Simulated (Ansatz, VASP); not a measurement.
**SrO: VASP beside Ansatz**

The input INCAR:

```
PREC = Accurate
ENCUT = 520
EDIFF = 1E-7
ISMEAR = 0
SIGMA = 0.05
LREAL = False
LASPH = True
NELM = 100
ALGO = Normal
ISIF = 2
LWAVE = False
LCHARG = False
GGA = PE
NBANDS = 24
```

Contents of KPOINTS:

```
regular mesh
0
Gamma
  9 9 4
```

File POSCAR:

```
SrO
1.0
    3.4875241810      0.0000000000      0.0000000000
   -1.7437620905      3.0202845370      0.0000000000
    0.0000000000      0.0000000000      6.0865560946
Sr O
2 2
Direct
    0.3333333333      0.6666666667      0.2525973803
    0.6666666667      0.3333333333      0.7525973803
    0.0000000000      0.0000000000     -0.0142247929
    0.0000000000      0.0000000000      0.4857752071
```

Input for Ansatz:

```yaml
crystal:
  lattice:
    - [3.487524181, 0.0, 0.0]
    - [-1.7437620905, 3.020284537, 0.0]
    - [0.0, 0.0, 6.0865560946]
  atoms:
    - { symbol: Sr, position: [0.3333333333, 0.6666666667, 0.2525973803] }
    - { symbol: Sr, position: [0.6666666667, 0.3333333333, 0.7525973803] }
    - { symbol: O, position: [0.0, 0.0, -0.0142247929] }
    - { symbol: O, position: [0.0, 0.0, 0.4857752071] }
basis:
  ecutwfc: 520.0
kpoints:
  mp_grid: { grid: [9, 9, 4] }
hamiltonian:
  xc: pbe
scf:
  occupations: { method: gaussian, width: 0.05 }
output:
  forces: true
  stress: true
  eigenvalues: true
  write_density: true
  write_potential: true
  elf: true
  volumetric_format: npy
```

Change from the starting cell: mode 8 frozen in at -0.089 Å, equal normal strain along x, y and z -0.0250.

Alike in both runs: task single point; functional PBE; k mesh 9 × 9 × 4; occupations gaussian, width 0.05 eV; no spin polarisation.

```csv
,VASP,Ansatz
version,VASP 6.6.1,Ansatz 0.2.0
potentials or method,"VASP PAW PBE potentials, release 64 (Sr_sv, O), cutoff 520 eV","scalar-relativistic, plane waves, PAW"
valence electrons in the cell,32,32
```

VASP gave:

| Quantity | Value |
| --- | --- |
| gap on the k mesh at the Fermi level (eV) | 3.20 |
| least direct gap on the mesh (eV) | 3.43 |
| pressure (GPa) | 8.5 |
| traceless stress, the component that is largest in VASP (GPa) | 0.70 |
| rms of the force components (eV/Å) | 0.199 |

What did Ansatz give for the same quantities?

gap on the k mesh at the Fermi level (eV): 3.24; least direct gap on the mesh (eV): 3.46; pressure (GPa): 7.7; traceless stress, the component that is largest in VASP (GPa): 0.71; rms of the force components (eV/Å): 0.187.

Atom by atom the forces differ by 0.012 eV/Å (rms over components).
